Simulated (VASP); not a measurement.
A run of VASP 6.6.1 is set up as follows.

File INCAR:

```
SYSTEM = Ga
PREC = Accurate
ENCUT = 520
EDIFF = 1E-6
ISMEAR = -1
SIGMA = 0.1
LREAL = .False.
LASPH = .True.
NELM = 100
ALGO = Normal
ISIF = 2
LWAVE = .False.
LCHARG = .True.
GGA = RE
LELF = .True.
LVHAR = .True.
NBANDS = 12
```

File KPOINTS:

```
regular mesh
0
Gamma
  14 14 14
  0 0 0
```

POSCAR

```
Ga
1.0
    0.0000000000      2.1920160125      2.1920160125
    2.1920160125      0.0000000000      2.1920160125
    2.1920160125      2.1920160125      0.0000000000
Ga
1
Direct
    0.0000000000      0.0000000000      0.0000000000
```

Potentials or basis: VASP PAW PBE potentials, release 64 (Ga_d).

Launch:

```bash
$ cat potpaw_PBE.64/Ga_d/POTCAR > POTCAR
$ mpirun -np 1 vasp_std > vasp.out
```

Predict the pressure.

-2.9 GPa.

Caveat: the PAW data sets were made with another functional, which shifts forces and pressure a little.
